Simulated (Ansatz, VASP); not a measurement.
## AlN: VASP beside Ansatz

Contents of INCAR:

```
  PREC = Accurate
  ENCUT = 520
  EDIFF = 1E-7
  ISMEAR = -1
  SIGMA = 0.05
  LREAL = False
  LASPH = True
  NELM = 60
  ALGO = Normal
  ISIF = 2
  LWAVE = False
  LCHARG = False
  NBANDS = 16
```

Contents of KPOINTS:

```
Automatic mesh
0
Gamma
  9 9 7
```

POSCAR

```
AlN
1.0
    3.2445025711      0.0000000000      0.0000000000
   -1.6222512856      2.8098216493      0.0000000000
    0.0000000000      0.0000000000      4.1020785442
Al N
2 2
Direct
    0.6666666667      0.3333333333      0.2500000000
    0.3333333333      0.6666666667      0.7500000000
    0.6666666667      0.3333333333      0.7500000000
    0.3333333333      0.6666666667      0.2500000000
```

Contents of input.yaml:

```yaml
crystal:
  lattice:
    - [3.2445025711, 0.0, 0.0]
    - [-1.6222512856, 2.8098216493, 0.0]
    - [0.0, 0.0, 4.1020785442]
  atoms:
    - { symbol: Al, position: [0.6666666667, 0.3333333333, 0.25] }
    - { symbol: Al, position: [0.3333333333, 0.6666666667, 0.75] }
    - { symbol: "N", position: [0.6666666667, 0.3333333333, 0.75] }
    - { symbol: "N", position: [0.3333333333, 0.6666666667, 0.25] }
hamiltonian:
  xc: lda
  pseudopotentials: { kind: paw }
kpoints:
  mp_grid: { grid: [9, 9, 7] }
scf:
  occupations: { method: fermi_dirac, width: 0.05 }
output:
  forces: true
  stress: true
  eigenvalues: true
```

Alike in both runs: task single point; functional LDA; k mesh 9 × 9 × 7; occupations fermi-dirac, width 0.05 eV; no spin polarisation.

```csv
,VASP,Ansatz
version,VASP 6.6.1,Ansatz 0.2.0
potentials or method,"VASP PAW LDA potentials, release 64 (Al, N)",Ansatz PAW
plane-wave cutoff (eV),520,420
valence electrons in the cell,16,16
```

Ansatz gave:

```
gap on the k mesh at the Fermi level (eV)                     : 3.74
least direct gap on the mesh (eV)                             : 3.74
pressure (GPa)                                                : 4.8
traceless stress, the component that is largest in VASP (GPa) : -2.04
```

Estimate VASP's values.

gap on the k mesh at the Fermi level (eV): 3.75; least direct gap on the mesh (eV): 3.75; pressure (GPa): 5.4; traceless stress, the component that is largest in VASP (GPa): -2.31.

LDA's correlation is that of Perdew and Zunger in VASP and of Perdew and Wang (1992) in Ansatz.

Noted on Ansatz's run: odd divisions of the mesh miss points on the zone boundary, where band edges often lie, so the gap on the mesh can be too wide.
